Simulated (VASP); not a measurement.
CuAu:

```xyz
2
Lattice="2.8507 0.0000 0.0000 0.0000 2.8507 0.0000 0.0000 0.0000 3.5816" Properties=species:S:1:pos:R:3 pbc="T T T"
Cu    1.4254    1.4254    1.7908
Au    0.0000    0.0000    0.0000
```

- Program: VASP 6.6.1
- Task: relaxation of cell and atoms
- Functional: PBE
- Potentials or basis: VASP PAW PBE potentials, release 64 (Cu, Au)
- Cutoff: 600 eV
- k mesh: 6 × 6 × 6
- Occupations: gaussian, width 0.1 eV
- Spin: no spin polarisation

At the start: pressure 5.1 GPa; volume 14.55 Å³/atom.

Task: How do energy, volume and symmetry change on relaxing?

Result: Over 14 steps the energy falls by 27.4 meV/atom and the volume is 14.97 Å³/atom (+2.8 %); space group Pm-3m (No. 221, to 0.05 Å).

The path:
```csv
step,energy change (eV),largest force (eV/Å),pressure (GPa),volume (Å³)
1,0.0000,0.0000,5.14,29.11
2,-0.0046,0.0000,-4.22,31.12
3,-0.0170,0.0000,-0.22,30.17
4,-0.0170,0.0000,-0.16,30.14
5,-0.0185,0.0000,-0.10,30.13
6,-0.0218,0.0000,0.01,30.08
7,-0.0329,0.0000,0.56,29.95
8,-0.0506,0.0000,1.73,29.57
9,-0.0520,0.0000,1.13,29.69
10,-0.0542,0.0000,-0.58,30.03
11,-0.0542,0.0000,-0.48,30.00
12,-0.0544,0.0000,-0.29,30.01
13,-0.0545,0.0000,-0.54,30.03
14,-0.0547,0.0000,-0.12,29.93
```

Final structure:
```
Cu Au
1.0
     3.09116    0.00000    0.00000
     0.00000    3.09116    0.00000
     0.00000    0.00000    3.13241
Cu Au
1 1
Cartesian
  1.5456 1.5456 1.5662
  0.0000 0.0000 3.1324
```

Caveat: the k points lie up to 0.34 Å⁻¹ apart in the final cell.
